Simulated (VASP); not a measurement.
Crystal: SrCl2.

```
CELL_PARAMETERS angstrom
4.40725 0.00000 0.00000
-2.20362 3.81679 0.00000
0.00000 0.00000 5.47799
ATOMIC_POSITIONS crystal
Sr 0.00000 0.00000 0.00000
Cl 0.33333 0.66667 0.25267
Cl 0.66667 0.33333 0.74733
```

This cell differs from its parent crystal: uniaxial z strain -2.1%.

Base run:

| Quantity | Value |
| --- | --- |
| Program | VASP 6.6.1 |
| Functional | PBE |
| Potentials or basis | VASP PAW PBE potentials, release 64 (Sr_sv, Cl) |
| Cutoff | 520 eV |
| k mesh | 6 × 6 × 6 |
| Occupations | fermi-dirac, width 0.02 eV |
| Spin | no spin polarisation |

Its results: band gap on the k mesh 5.13 eV; pressure 1.6 GPa; largest force 0.018 eV/Å.

Task: The run is repeated on the same cell with these changes: functional from PBE to r2SCAN; occupations from fermi-dirac, width 0.02 eV to gaussian, width 0.01 eV. What comes out?

Result: Band gap on the k mesh 5.75 eV; pressure 0.9 GPa; largest force 0.008 eV/Å.

Caveats: the PAW data sets were made with another functional, which shifts forces and pressure a little (at least some runs).

A k mesh can miss the band edges.
